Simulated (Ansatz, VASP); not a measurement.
# CoO in VASP and in Ansatz

```
Co O
1.0
    -1.50800    1.50800    2.10725
     1.50800   -1.50800    2.10725
     1.50800    1.50800   -2.10725
Co O
1 1
Direct
  0.00000 0.00000 0.00000
  0.50000 0.50000 0.00000
```

Alike in both runs: functional BLYP; dispersion D4; k mesh 12 × 12 × 12; occupations gaussian, width 0.01 eV; collinear spin.

|  | VASP | Ansatz |
| --- | --- | --- |
| version | VASP 6.6.1 | Ansatz 0.2.0 |
| potentials or method | VASP PAW PBE potentials, release 64 (Co, O) | Ansatz PAW |
| plane-wave cutoff (eV) | 520 | 420 |
| valence electrons in the cell | 15 | 23 |
| task | single point | electron localisation function |

VASP gave:

| Item | Value |
| --- | --- |
| gap on the k mesh at the Fermi level (eV) | none |
| pressure (GPa) | -1.0 |
| traceless stress, the component that is largest in VASP (GPa) | -0.10 |
| net moment per atom (μB) | 1.36 |
| size of the moment on the site where the two differ most (μB) | 2.42 |

Q: What did Ansatz give for the same quantities?

A: gap on the k mesh at the Fermi level (eV): none; pressure (GPa): 0.9; traceless stress, the component that is largest in VASP (GPa): 0.06; net moment per atom (μB): 1.35; size of the moment on the site where the two differ most (μB): 2.32.

VASP's potentials were made for PBE, not for BLYP. Site moments also hang on the region over which each program counts them. A gap of «none» marks a metal or a gap that the smearing closes. VASP's potentials hold 15 valence electrons a cell and Ansatz's 23, so a difference there can come from the potentials and not from the codes.
